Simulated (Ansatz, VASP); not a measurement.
## One calculation of ZnS, two programs

```
Zn S
1.0
     0.00000    2.70465    2.75874
     2.70465    0.00000    2.75874
     2.70465    2.70465    0.00000
Zn S
1 1
Cartesian
  0.0000 0.0000 0.0000
  4.0570 4.0570 4.1381
```

Change from the starting cell: zz strain of +2 %, crystal datasets.

Alike in both runs: task electric field gradients; functional PBEsol; k mesh 8 × 8 × 8; occupations fermi-dirac, width 0.01 eV; no spin polarisation.

|  | VASP | Ansatz |
| --- | --- | --- |
| version | VASP 6.6.1 | Ansatz 0.2.0 |
| potentials or method | VASP PAW PBE potentials, release 64 (Zn, S), cutoff 520 eV | all-electron PAW with datasets made for the crystal, scalar-relativistic |

|  | VASP | Ansatz | Ansatz less VASP |
| --- | --- | --- | --- |
| gap on the k mesh at the Fermi level (eV) | 1.86 | 1.85 | -0.001 |
| pressure (GPa) | -3.3 | -3.5 | -0.16 |
| traceless stress, the component that is largest in VASP (GPa) | -0.59 | -0.60 | -0.004 |
| size of Vzz on the site where it differs most (V/Å²) | 3.4 | 3.6 | +0.20 |

VASP's potentials were made for PBE, not for PBEsol. Ansatz ran all-electron here, and VASP with PAW potentials.
